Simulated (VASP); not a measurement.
LaB6: single point with LDA

The system is LaB6.

```
La B
1.0
     4.09898    0.00000    0.00000
     0.00000    4.09898    0.00000
     0.00000    0.00000    4.09898
La B
1 6
Direct
  0.00000 0.00000 0.00000
  0.19991 0.50000 0.50000
  0.50000 0.19991 0.50000
  0.80009 0.50000 0.50000
  0.50000 0.80009 0.50000
  0.50000 0.50000 0.19991
  0.50000 0.50000 0.80009
```

- Program: VASP 6.6.1
- Task: single point
- Functional: LDA
- Potentials or basis: VASP PAW LDA potentials, release 64 (La, B)
- Cutoff: 520 eV
- k mesh: 7 × 7 × 7
- Occupations: fermi-dirac, width 0.1 eV
- Spin: no spin polarisation
- Dipole correction: no
- Further INCAR settings: ALGO = Normal; EDIFF = 1e-06; NBANDS = 24

| Quantity | Value |
| --- | --- |
| Pressure | 0.2 GPa |
| Largest force | 0.023 eV/Å |
| Band gap on the k mesh | zero (an odd number of electrons rules out a gap without spin polarisation) |

Forces on the atoms (eV/Å):
```
La   0.000  0.000  0.000
B   -0.023  0.000  0.000
B    0.000 -0.023  0.000
B    0.023  0.000  0.000
B    0.000  0.023  0.000
B    0.000  0.000 -0.023
B    0.000  0.000  0.023
```

Levels at points of the mesh, in eV from the Fermi level:
| k point | band 12 | band 13 | band 14 | band 15 | band 16 | band 17 |
| --- | --- | --- | --- | --- | --- | --- |
| (0.00, 0.00, 0.00) | -1.88 | -1.88 | -1.88 | 0.21 | 0.21 | 0.21 |

Wall time 42 s on 1 thread of Intel(R) Xeon(R) Platinum 8259CL CPU @ 2.50GHz (Skylake/Cascade Lake), on a shared host, peak memory 0.17 GiB.

Caveat: spin-orbit coupling is left out, which moves the levels of the heavy elements; an odd number of electrons without spin polarisation forces a metal; a magnetic or distorted state may lie lower.
